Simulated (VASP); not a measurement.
# LiCa32 (a cell with a defect) in VASP: a series of runs

LiCa32 (a cell with a defect) is run at these levels: PBE; tasks: single point.

Everything below comes from runs of VASP 6.6.1. Logs are shortened: lines on timing, memory, paths and dates and some standing lists are left out, and cuts for length are marked.

**1. The cell of the first run**

The cell holds a defect, 33 atoms: a = 11.160 Å, b = 11.160 Å, c = 11.160 Å, α = 90.00°, β = 90.00°, γ = 90.00°.

**2. Single point, PBE**

Input file INCAR:

```
  PREC = Accurate
  ENCUT = 520
  EDIFF = 1E-6
  ISMEAR = -1
  SIGMA = 0.05
  LREAL = Auto
  LASPH = T
  NELM = 60
  ALGO = Normal
  ISIF = 2
  LWAVE = F
  LCHARG = T
  GGA = PE
  LELF = T
  LVHAR = T
  NBANDS = 184
```

Input file KPOINTS:

```
Automatic mesh
0
Gamma
  1 1 1
```

Input file POSCAR:

```
LiCa32
1.0
   11.1600000000      0.0000000000      0.0000000000
    0.0000000000     11.1600000000      0.0000000000
    0.0000000000      0.0000000000     11.1600000000
Ca Li
32 1
Direct
    0.4870788530     -0.0004211470     -0.0038440860
    0.7519444444      0.2645609319     -0.0070698925
    0.7446594982     -0.0209856631      0.2661290323
    0.0051433692      0.0040501792      0.0146594982
    0.2399462366      0.2508064516      0.0021774194
    0.4743369176      0.5059498208     -0.0248476703
    0.7706362007      0.7206272401      0.0327240143
    0.2522491039      0.0198297491      0.2760931900
    0.5167204301      0.2296594982      0.2497132616
    0.7412365591      0.4665860215      0.2625537634
    0.5083870968      0.0150000000      0.5061290323
    0.7736469534      0.2358870968      0.5107706093
    0.7473207885     -0.0255913978      0.7561021505
    0.0065053763      0.4862634409      0.0305734767
    0.2355824373      0.7680465950     -0.0111738351
   -0.0038978495      0.2335035842      0.2466756272
    0.2793548387      0.5089336918      0.2189068100
    0.4887007168      0.7551344086      0.2291397849
    0.0104659498     -0.0010663082      0.5017293907
    0.2459139785      0.2771057348      0.4815412186
    0.4918817204      0.5020698925      0.4989068100
    0.7643817204      0.7295878136      0.4999372760
    0.2452060932      0.0226881720      0.7365501792
    0.4977329749      0.2526164875      0.7507974910
    0.6992114695      0.5288799283      0.7704390681
    0.0146684588      0.7529569892      0.2593010753
    0.0258781362      0.5028494624      0.4557885305
    0.2783960573      0.7761379928      0.5029390681
   -0.0165770609      0.2281989247      0.7612186380
    0.2294802867      0.5015949821      0.7490591398
    0.4990501792      0.7598028674      0.7346057348
    0.0030913978      0.7516756272      0.7492293907
   -0.0524641577      0.4863530466      0.7145071685
```

Potentials or basis: VASP PAW PBE potentials, release 64 (Ca_sv, Li_sv).

The run is started by

```sh
$ cat potpaw_PBE.64/Ca_sv/POTCAR potpaw_PBE.64/Li_sv/POTCAR > POTCAR
$ mpirun -np 1 vasp_gam > vasp.out
```

OUTCAR:

```text
PREC = Accurate
   ENCUT = 520
   EDIFF = 1E-6
   ISMEAR = -1
   LREAL = Auto
   LASPH = T
   NELM = 60
   ISIF = 2
   GGA = PE

 ion  position               nearest neighbor table
   1  0.487  1.000  0.996-
   2  0.752  0.265  0.993-
   3  0.745  0.979  0.266-
   4  0.005  0.004  0.015-
   5  0.240  0.251  0.002-
   6  0.474  0.506  0.975-
[... 16 lines left out ...]
  23  0.245  0.023  0.737-
  24  0.498  0.253  0.751-
  25  0.699  0.529  0.770-  33 2.88
  26  0.015  0.753  0.259-
  27  0.026  0.503  0.456-
  28  0.278  0.776  0.503-
  29  0.983  0.228  0.761-
  30  0.229  0.502  0.749-
  31  0.499  0.760  0.735-
  32  0.003  0.752  0.749-
  33  0.948  0.486  0.715-  25 2.88

  LATTYP: Found a simple cubic cell.
 ALAT       =    11.1600000000

  Lattice vectors:

 A1 = (  11.1600000000,   0.0000000000,   0.0000000000)
 A2 = (   0.0000000000,  11.1600000000,   0.0000000000)
 A3 = (   0.0000000000,   0.0000000000,  11.1600000000)

Analysis of symmetry for initial positions (statically):
=====================================================================
 Subroutine PRICEL returns:
 Original cell was already a primitive cell.

 Routine SETGRP: Setting up the symmetry group for a
 simple cubic supercell.

 Subroutine GETGRP returns: Found  1 space group operations
 (whereof  1 operations were pure point group operations)
 out of a pool of 48 trial point group operations.

The static configuration has the point symmetry C_1 .

Analysis of symmetry for dynamics (positions and initial velocities):
=====================================================================
 Subroutine PRICEL returns:
 Original cell was already a primitive cell.

 Routine SETGRP: Setting up the symmetry group for a
 simple cubic supercell.

 Subroutine GETGRP returns: Found  1 space group operations
 (whereof  1 operations were pure point group operations)
 out of a pool of 48 trial point group operations.

The dynamic configuration has the point symmetry C_1 .

 Subroutine INISYM returns: Found  1 space group operations
 (whereof  1 operations are pure point group operations),
 and found     1 'primitive' translations

[... 130 lines left out ...]
   ENCUT  =  520.0 eV  38.22 Ry    6.18 a.u.  20.75 20.75 20.75*2*pi/ulx,y,z
   NELM   =     60;   NELMIN=  2; NELMDL= -5     # of ELM steps
   EDIFF  = 0.1E-05   stopping-criterion for ELM
   LREAL  =      T    real-space projection
   EDIFFG = 0.1E-04   stopping-criterion for IOM
   NSW    =      0    number of steps for IOM
   IBRION =     -1    ionic relax: 0-MD 1-quasi-New 2-CG
   NFREE  =      0    steps in history (QN), initial steepest desc. (CG)
   ISIF   =      2    stress and relaxation
   ISYM   =      2    0-nonsym 1-usesym 2-fastsym
   POTIM  = 0.5000    time-step for ionic-motion
   TEBEG  =    0.0;   TEEND  =   0.0 temperature during run
   PSTRESS=    0.0 pullay stress
   NELECT =     323.0000    total number of electrons
   NUPDOWN=      -1.0000    fix difference up-down
   EMIN   =  10.00;   EMAX   =-10.00  energy-range for DOS
   EFERMI =   0.00;   METHOD = LEGACY
   ISMEAR =    -1;   SIGMA  =   0.05  broadening in eV -4-tet -1-fermi 0-gaus
   EFERMI_NEDOS =   21; number of points for ismear=-14 and -15
   IALGO  =     38    algorithm
   IMIX   =      4    mixing-type and parameters
     AMIX     =   0.40;   BMIX     =  1.00
     AMIX_MAG =   1.60;   BMIX_MAG =  1.00
  volume/ion in A,a.u.               =      42.12       284.23
  Fermi-wavevector in a.u.,A,eV,Ry     =   1.006495  1.901999 13.783130  1.013032
  Thomas-Fermi vector in A             =   2.139241
   LORBIT       =      0    0 simple, 1 ext, 2 COOP (PROOUT), +10 PAW based schemes
   GGA     = PE    functional components
   LHFCALC =     F    Hartree Fock is set to
   AEXX    =    0.0000 exact exchange contribution
   IVDW    =     0    specifies the selected vdW correction
   LEPSILON=     F    determine dielectric tensor
   LRPA    =     F    only Hartree local field effects (RPA)
 non-spin polarized calculation
  energy-cutoff  :      520.00
  volume of cell :     1389.93
 maximum number of plane-waves:     18765
 NGX is ok and might be reduce to    84
   NGX = 41   NGY = 41   NGZ = 41

 number of electron     323.0000027 magnetization

 Free energy of the ion-electron system (eV)
  ---------------------------------------------------
  ext. energy  EPLUGINS =         0.00000000
  ---------------------------------------------------
  free energy    TOTEN  =       -63.81557500 eV

  energy without entropy =      -63.43365426  energy(sigma->0) =      -63.62461463

 E-fermi :   2.0496     XC(G=0):  -7.6744

 val. band max:        2.0485313088   @ k =   0.0000   0.0000   0.0000
 cond. band min:       2.0529373687   @ k =   0.0000   0.0000   0.0000
 fundamental gap:      0.0044060599
 Fermi energy:         2.0495923757

 k-point     1 :       0.0000    0.0000    0.0000
  band No.  band energies     occupation
      1     -44.9689      2.00000
      2     -40.3356      2.00000
      3     -40.3190      2.00000
      4     -40.2996      2.00000
      5     -40.2741      2.00000
      6     -40.2627      2.00000
[... 165 lines left out ...]
    172       2.4913      0.00029
    173       2.5089      0.00020
 [bands above 173 left out]

------------------------ aborting loop because EDIFF is reached ----------------------------------------

  FORCE on cell =-STRESS in cart. coord.  units (eV):
  Direction    XX          YY          ZZ          XY          YZ          ZX
  --------------------------------------------------------------------------------------
  -------------------------------------------------------------------------------------
  Total        0.0111122     -1.4243142     -3.2848038     -0.7055797      0.3184246     -0.8829244
  in kB        0.0128091     -1.6418135     -3.7864082     -0.8133250      0.3670495     -1.0177509
  external PRESSURE =      -1.8051375 kB  Pullay stress =       0.0000000 kB

 VOLUME and BASIS-vectors are now :
 -----------------------------------------------------------------------------
  energy-cutoff  :      520.00
  volume of cell :     1389.93
      direct lattice vectors                 reciprocal lattice vectors
    11.160000000  0.000000000  0.000000000     0.089605735  0.000000000  0.000000000
     0.000000000 11.160000000  0.000000000     0.000000000  0.089605735  0.000000000
     0.000000000  0.000000000 11.160000000     0.000000000  0.000000000  0.089605735

 POSITION                                       TOTAL-FORCE (eV/Angst)
 -----------------------------------------------------------------------------------
      5.43580     11.15530     11.11710         0.203156      0.028761     -0.036714
      8.39170      2.95250     11.08110        -0.153318     -0.191378      0.060794
      8.31040     10.92580      2.97000         0.168739      0.220113     -0.198490
      0.05740      0.04520      0.16360        -0.206255     -0.146659     -0.100970
      2.67780      2.79900      0.02430         0.159604     -0.087192     -0.009643
      5.29360      5.64640     10.88270         0.176817     -0.005945      0.355498
[... 25 lines left out ...]
      0.03450      8.38870      8.36140        -0.007942      0.295971      0.046993
     10.57450      5.42770      7.97390        -0.133904     -0.079394     -0.024824
 -----------------------------------------------------------------------------------
    total drift:                                0.003830     -0.000775     -0.001373

  FREE ENERGIE OF THE ION-ELECTRON SYSTEM (eV)
  ---------------------------------------------------
  free  energy   TOTEN  =       -63.8155750035 eV

  energy  without entropy=      -63.4336542591  energy(sigma->0) =      -63.62461463
```

OSZICAR:

```text
N       E                     dE             d eps       ncg     rms          rms(c)
DAV:   1     0.461290398009E+04    0.46129E+04   -0.17093E+05   368   0.170E+03
DAV:   2     0.274865139203E+03   -0.43380E+04   -0.42904E+04   384   0.553E+02
DAV:   3    -0.134084181670E+02   -0.28827E+03   -0.28013E+03   544   0.120E+02
DAV:   4    -0.586726716078E+02   -0.45264E+02   -0.44762E+02   640   0.361E+01
DAV:   5    -0.643022128332E+02   -0.56295E+01   -0.55837E+01   552   0.943E+00    0.136E+01
DAV:   6    -0.638585756066E+02    0.44364E+00   -0.51488E+00   496   0.520E+00    0.758E+00
DAV:   7    -0.638238972456E+02    0.34678E-01   -0.11611E+00   464   0.298E+00    0.240E+00
DAV:   8    -0.638162688387E+02    0.76284E-02   -0.18807E-01   480   0.132E+00    0.395E-01
DAV:   9    -0.638152596918E+02    0.10091E-02   -0.29979E-02   528   0.403E-01    0.212E-01
DAV:  10    -0.638153876910E+02   -0.12800E-03   -0.57602E-03   536   0.170E-01    0.920E-02
DAV:  11    -0.638155523744E+02   -0.16468E-03   -0.95385E-04   640   0.671E-02    0.357E-02
DAV:  12    -0.638155763232E+02   -0.23949E-04   -0.17848E-04   488   0.343E-02    0.118E-02
DAV:  13    -0.638155754428E+02    0.88041E-06   -0.27843E-05   472   0.134E-02    0.484E-03
DAV:  14    -0.638155750035E+02    0.43924E-06   -0.60135E-06   312   0.422E-03
   1 F= -.63815575E+02 E0= -.63624615E+02  d E =-.381921E+00
```

It took 4 min on 1 thread of AMD EPYC 9R45 (Zen 5), shared host; peak memory 1 GiB.

Results:

| Item | Value |
| --- | --- |
| Free energy | -63.8156 eV |
| Largest force | 0.636 eV/Å |
| Band gap on the k mesh | zero (an odd number of electrons rules out a gap without spin polarisation) |

Forces on the atoms (eV/Å):
```
Ca   0.203  0.029 -0.037
Ca  -0.153 -0.191  0.061
Ca   0.169  0.220 -0.198
Ca  -0.206 -0.147 -0.101
Ca   0.160 -0.087 -0.010
Ca   0.177 -0.006  0.355
Ca  -0.224  0.249 -0.297
Ca   0.124 -0.271 -0.434
Ca  -0.187  0.261 -0.088
Ca  -0.044  0.460 -0.144
Ca   0.017 -0.119  0.002
Ca  -0.321  0.326  0.054
Ca   0.047  0.165  0.069
Ca  -0.026  0.171 -0.383
Ca   0.137 -0.185  0.013
Ca  -0.088  0.059  0.060
Ca  -0.327 -0.185  0.471
Ca   0.290  0.072  0.327
Ca  -0.160 -0.103 -0.016
Ca   0.120 -0.412  0.299
Ca   0.082 -0.012 -0.004
Ca  -0.197  0.083 -0.055
Ca   0.159 -0.193  0.110
Ca   0.032 -0.020 -0.090
Ca   0.331 -0.295 -0.202
Ca   0.117  0.202 -0.122
Ca  -0.037  0.086  0.023
Ca  -0.463 -0.423 -0.107
Ca   0.315 -0.088  0.064
Ca   0.396 -0.008 -0.007
Ca  -0.301  0.147  0.364
Ca  -0.008  0.296  0.047
Li  -0.134 -0.079 -0.025
```

Levels at points of the mesh, in eV from the Fermi level:
| k point | band 158 | band 159 | band 160 | band 161 | band 162 | band 163 | band 164 | band 165 |
| --- | --- | --- | --- | --- | --- | --- | --- | --- |
| (0.00, 0.00, 0.00) | -0.37 | -0.36 | -0.05 | 0.00 | 0.00 | 0.04 | 0.06 | 0.06 |

Caveat: the k points lie up to 0.56 Å⁻¹ apart, too coarse for converged energies and pressures of a metal; the cutoff is under 1.25 times the usual one of these potentials, so pressure, stress and relaxed cells hold a basis-set (Pulay) error.

[end of part 1 of 3]

The gap in the log of VASP goes by the Fermi energy; the results here count the filled bands.